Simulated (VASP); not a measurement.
Wanted: the native input for a VASP 6.6.1 run.

```yaml
Task: single point
Functional: PBEsol
Potentials_or_basis: VASP PAW PBE potentials, release 64 (Sr_sv)
Cutoff: 520 eV
k_mesh: 9 × 9 × 1
Occupations: gaussian, width 0.1 eV
Spin: no spin polarisation
Dipole_correction: yes
Further_INCAR_settings: ALGO = Fast; EDIFF = 1e-06; NBANDS = 33
```

The structure of Sr lies in POSCAR:

```
Sr
1.0
    4.1945373725      0.0000000000      0.0000000000
   -2.0972686862      3.6325759217      0.0000000000
    0.0000000000      0.0000000000     28.7570505854
Sr
5
Direct
    0.6666666667      0.3333333333      0.2662174846
    0.3333333333      0.6666666667      0.3816345595
    0.6666666667      0.3333333333      0.4999998539
    0.3333333333      0.6666666667      0.6183654100
    0.6666666667      0.3333333333      0.7337826920
```

These files were run (other wordings do the same):

INCAR

```
SYSTEM = Sr
PREC = Accurate
ENCUT = 520
EDIFF = 1E-6
ISMEAR = 0
SIGMA = 0.1
LREAL = .False.
LASPH = .True.
NELM = 100
ALGO = Fast
ISIF = 2
LWAVE = .False.
LCHARG = .False.
LDIPOL = .True.
IDIPOL = 3
DIPOL = 0.5 0.5 0.500
GGA = PS
NBANDS = 33
```

KPOINTS

```
regular mesh
0
Gamma
  9 9 1
  0 0 0
```

Potentials or basis: VASP PAW PBE potentials, release 64 (Sr_sv).

The run is started by

```sh
$ cat potpaw_PBE.64/Sr_sv/POTCAR > POTCAR
$ mpirun -np 1 vasp_std > vasp.out
```

It took 12 min on 1 thread of AMD EPYC 7R43 64-Core Processor (Zen 3), with other jobs on the host, peak memory 0.53 GiB.
